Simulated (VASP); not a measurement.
Input of a VASP 6.6.1 run:

INCAR

```
SYSTEM = Pb
ALGO = Normal ; EDIFF = 1E-6
ENCUT = 500 ; GGA = PE
GGA_COMPAT = .FALSE. ; ISIF = 2
ISMEAR = -5 ; LASPH = .TRUE.
LCHARG = .FALSE. ; LREAL = .FALSE.
LWAVE = .FALSE. ; NBANDS = 21
NELM = 120 ; PREC = Accurate
SIGMA = 0.1
```

File KPOINTS:

```
k-points
0
G
  6 6 4
  0 0 0
```

The input POSCAR:

```
Pb
1.0
    3.4715901269      0.0000000000      0.0000000000
   -1.7357950634      3.0064852414      0.0000000000
    0.0000000000      0.0000000000      5.9973895700
Pb
2
Direct
    0.8263333333      1.3616666667      0.5490000000
    1.1596666667      1.0283333333      1.0490000000
```

Potentials or basis: VASP PAW PBE potentials, release 64 (Pb_d).

Command:

```bash
$ cat potpaw_PBE.64/Pb_d/POTCAR > POTCAR
$ mpirun -np 1 vasp_std > vasp.out
```

(1) Predict the pressure.

(2) Estimate the band gap on the k mesh.

Results:

(1) 0.9 GPa.

(2) zero (band 14 reaches 12.95 eV, above the bottom of band 15 at 5.24 eV).

Caveat: spin-orbit coupling is left out, which moves the levels of the heavy elements; tetrahedron occupations give inexact forces and stress in metals.
